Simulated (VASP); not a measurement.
The system is InP.

```
In P
1.0
     0.00000    2.87068    2.87068
     2.87068    0.00000    2.87068
     2.87068    2.87068    0.00000
In P
1 1
Direct
  0.00000 0.00000 0.00000
  0.75000 0.75000 0.75000
```

Program: VASP 6.6.1. Alike in all runs: task single point; potentials or basis VASP PAW PBE potentials, release 64 (In_d, P); no spin polarisation; cell as given; smearing fermi-dirac 0.05 eV.

Order these runs on this cell by their band gap on the k mesh, lowest first.
A. level b88 exchange, pbe correlation; k mesh 8 × 8 × 8; cutoff (eV) 500
B. level HSE06; k mesh 4 × 4 × 4; cutoff (eV) 520; grid for exact exchange (PRECFOCK) Normal; share of exact exchange 0.25; screening parameter 0.2079 1/Å
C. level r2SCAN; k mesh 8 × 8 × 8; cutoff (eV) 520
D. level PBE0; k mesh 4 × 4 × 4; cutoff (eV) 520; grid for exact exchange (PRECFOCK) Normal; share of exact exchange 0.25
E. level B3LYP; k mesh 4 × 4 × 4; cutoff (eV) 520; grid for exact exchange (PRECFOCK) Normal; share of exact exchange 0.2

A (1.03 eV), C (1.53 eV), B (1.91 eV), E (2.24 eV), D (2.63 eV).

Caveats: some runs use coarse meshes; spin-orbit coupling is left out, which moves the levels of the heavy elements.

A k mesh can miss the band edges.
